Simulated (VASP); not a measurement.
Sr, 2 atoms in the cell. The typed cell holds 2 atoms: a = 3.819 Å, b = 3.819 Å, c = 6.053 Å, α = 90.00°, β = 90.00°, γ = 60.00°. This isn't the form of Sr at room conditions, which is fcc.

* Program: VASP 6.6.1
* Task: single point
* Functional: r2SCAN
* Potentials or basis: VASP PAW PBE potentials, release 64 (Sr_sv)
* Cutoff: 520 eV
* k mesh: 10 × 10 × 6
* Occupations: fermi-dirac, width 0.1 eV
* Spin: no spin polarisation
* Dipole correction: no
* Further INCAR settings: ALGO = Normal; EDIFF = 1e-06; NBANDS = 17

Potentials or basis: VASP PAW PBE potentials, release 64 (Sr_sv).

Command:

```sh
$ cat potpaw_PBE.64/Sr_sv/POTCAR > POTCAR
$ cp INCAR.step1 INCAR
$ mpirun -np 1 vasp_std > vasp.out
$ cp INCAR.step2 INCAR
$ mpirun -np 1 vasp_std > vasp.out
```

Hardware: 1 thread of Intel(R) Xeon(R) Platinum 8259CL CPU @ 2.50GHz (Skylake/Cascade Lake), on a shared host.

Estimate the wall time of this run.

It took 5.9 min on 1 thread of Intel(R) Xeon(R) Platinum 8259CL CPU @ 2.50GHz (Skylake/Cascade Lake), on a shared host, peak memory 0.29 GiB. Counts: k points 124.
